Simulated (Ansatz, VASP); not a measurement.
## Two plane-wave programs on Rb

```
Rb
1.0
     4.54801    0.00000    0.00000
     0.00000    4.54801    0.00000
     0.00000    0.00000    4.54801
Rb
1
Cartesian
  0.0000 0.0000 0.0000
```

Alike in both runs: task single point; functional PBEsol; k mesh 8 × 8 × 8; occupations fermi-dirac, width 0.1 eV; no spin polarisation.

```csv
,VASP,Ansatz
version,VASP 6.6.1,Ansatz 0.2.0
potentials or method,"VASP PAW PBE potentials, release 64 (Rb_sv), cutoff 520 eV","plane waves (420 eV) with PAW, scalar-relativistic"
valence electrons in the cell,9,9
```

|  | VASP | Ansatz | Ansatz less VASP |
| --- | --- | --- | --- |
| pressure (GPa) | 0.0 | 0.0 | 0.00 |

VASP's potentials were made for PBE, not for PBEsol, and Ansatz warns of the same on its side.
